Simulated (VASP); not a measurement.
A run of VASP 6.6.1 is set up as follows.

INCAR

```
ALGO = Normal
EDIFF = 1E-6
ENCUT = 600
GGA = PE
GGA_COMPAT = F
ISIF = 2
ISMEAR = 0
ISPIN = 2
LASPH = T
LCHARG = T
LELF = T
LMAXMIX = 6
LORBIT = 11
LREAL = F
LVHAR = T
LWAVE = F
MAGMOM = 0 0 1 1 0 0
NBANDS = 41
NELM = 200
PREC = Accurate
SIGMA = 0.1
```

The input KPOINTS:

```
k-points
0
Gamma
  4 4 4
```

The input POSCAR:

```
PrScO
1.0
   -2.8748752895      3.7695015414      2.8298037696
    2.8748752895     -3.7695015414      2.8298037696
    2.8748752895      3.7695015414     -2.8298037696
Pr Sc O
2 2 2
Direct
    0.5000000000      0.0000000000      0.5000000000
    0.0000000000      0.0000000000      0.0000000000
    0.2528185195      0.5028185195      0.7500000000
    0.7471814805      0.4971814805      0.2500000000
    0.0000000000      0.0000000000      0.5000000000
    0.0000000000      0.5000000000      0.0000000000
```

Potentials or basis: VASP PAW PBE potentials, release 64 (Pr_3, Sc_sv, O), 4f in core.

Launch:

```bash
$ cat potpaw_PBE.64/Pr_3/POTCAR potpaw_PBE.64/Sc_sv/POTCAR potpaw_PBE.64/O/POTCAR > POTCAR
$ mpirun -np 1 vasp_std > vasp.out
```

Problem. Predict the band gap on the k mesh.

Solution. Zero (filled and empty bands overlap).

Problem. Estimate the net moment.

Solution. 0.00 μB per cell.

Stress tensor (GPa, compression positive):
```
0.11 0.00 0.00
0.00 0.50 0.00
0.00 0.00 0.26
```

Caveat: the magnetic or orbital state may not be the lowest; the moments typed at the start vanished in this run; spin-orbit coupling is left out, which moves the levels of the heavy elements; the 4f electrons are frozen in the core, so they carry no moment and show no levels. With open d or f shells a metallic result of PBE can be an artefact of self-interaction; +U or a hybrid may open a gap.
